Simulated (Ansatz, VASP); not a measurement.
BaY: VASP beside Ansatz

File INCAR:

```
PREC = Accurate ; ENCUT = 520
EDIFF = 1E-8 ; ISMEAR = -1
SIGMA = 0.03 ; LREAL = F
LASPH = T ; NELM = 80
ALGO = Normal ; ISIF = 2
LWAVE = F ; LCHARG = F
GGA = PS ; LEFG = T
NBANDS = 18
```

File KPOINTS:

```
Automatic mesh
0
Gamma
  11 11 8
```

Contents of POSCAR:

```
BaY
1.0
    3.8531774336      0.0000000000      0.0000000000
    0.0000000000      3.8531774336      0.0000000000
    0.0000000000      0.0000000000      5.7794555925
Ba Y
1 1
Direct
    0.0000000000      0.0000000000      0.0000000000
    0.5000000000      0.5000000000      0.5000000000
```

Input for Ansatz:

```yaml
crystal:
  lattice:
    - [3.8531774336, 0.0, 0.0]
    - [0.0, 3.8531774336, 0.0]
    - [0.0, 0.0, 5.7794555925]
  atoms:
    - { symbol: Ba, position: [0.0, 0.0, 0.0] }
    - { symbol: "Y", position: [0.5, 0.5, 0.5] }
kpoints:
  mp_grid: { grid: [11, 11, 8] }
  band_path:
    path:
      - [0.0, 0.0, 0.0]
      - [0.0, 0.5, 0.0]
      - [0.5, 0.5, 0.0]
      - [0.0, 0.0, 0.0]
      - [0.0, 0.0, 0.5]
      - [0.0, 0.5, 0.5]
      - [0.5, 0.5, 0.5]
      - [0.0, 0.0, 0.5]
      - [0.0, 0.5, 0.0]
    npoints: 5
scf:
  occupations: { method: fermi_dirac, width: 0.03 }
hamiltonian:
  xc: pbesol
  pseudopotentials: { kind: paw }
output:
  forces: true
  stress: true
  eigenvalues: true
  efg: { contact_densities: true }
```

Alike in both runs: task electric field gradients; functional PBEsol; k mesh 11 × 11 × 8; occupations fermi-dirac, width 0.03 eV; no spin polarisation.

|  | VASP | Ansatz |
| --- | --- | --- |
| version | VASP 6.6.1 | Ansatz 0.2.0 |
| potentials or method | VASP PAW PBE potentials, release 64 (Ba_sv, Y_sv) | PAW with Ansatz's default frozen-core files, scalar-relativistic |
| plane-wave cutoff (eV) | 520 | 420 |
| valence electrons in the cell | 21 | 21 |

```tsv
	VASP	Ansatz	Ansatz less VASP
pressure (GPa)	-1.2	-1.4	-0.13
size of Vzz on the site where it differs most (V/Å²)	14.4	17.6	+3.24
```

VASP's potentials were made for PBE, not for PBEsol. With one functional, cell and mesh, what is left measures potentials, basis and numerics.

Neither program's run includes spin-orbit coupling.
